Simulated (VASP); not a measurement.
Set up this calculation in VASP 6.6.1, as the native input.

```yaml
Task: single point
Functional: PBEsol
Potentials_or_basis: VASP PAW PBE potentials, release 64 (Ti_sv, Al)
Cutoff: 520 eV
k_mesh: 6 × 6 × 6
Occupations: fermi-dirac, width 0.05 eV
Spin: no spin polarisation
Dipole_correction: no
Further_INCAR_settings: ALGO = Normal; EDIFF = 1e-06; NBANDS = 28
```

The structure of Ti3Al lies in POSCAR:

```
Ti3Al
1.0
    0.0000000000      3.2743093112      3.2743093112
    3.2743093112      0.0000000000      3.2743093112
    3.2743093112      3.2743093112      0.0000000000
Ti Al
3 1
Direct
    0.7500000000      0.7500000000      0.7500000000
    0.2500000000      0.2500000000      0.2500000000
    0.0000000000      0.0000000000      0.0000000000
    0.5000000000      0.5000000000      0.5000000000
```

The input as run:

INCAR

```
PREC     = Accurate       # precision mode
ENCUT    = 520            # plane-wave cutoff, eV
EDIFF    = 1E-6           # SCF threshold, eV
ISMEAR   = -1             # smearing method
SIGMA    = 0.05           # smearing width, eV
LREAL    = False          # projectors in reciprocal space
LASPH    = True           # aspherical terms in the spheres
NELM     = 80             # most SCF steps
ALGO     = Normal         # electronic algorithm
ISIF     = 2              # what is computed and relaxed
LWAVE    = False          # write WAVECAR
LCHARG   = False          # write CHGCAR
GGA      = PS             # functional
NBANDS   = 28             # bands
```

KPOINTS

```
Automatic mesh
0
Gamma
  6 6 6
```

Potentials or basis: VASP PAW PBE potentials, release 64 (Ti_sv, Al).

The run is started by

```sh
$ cat potpaw_PBE.64/Ti_sv/POTCAR potpaw_PBE.64/Al/POTCAR > POTCAR
$ mpirun -np 1 vasp_std > vasp.out
```

Results of the run:

The pressure is -8.6 GPa.

Caveat: the PAW data sets were made with another functional, which shifts forces and pressure a little.

Wall time 19 s on 1 thread of Intel(R) Xeon(R) 6975P-C (Granite Rapids), on a shared host, peak memory 0.2 GiB.
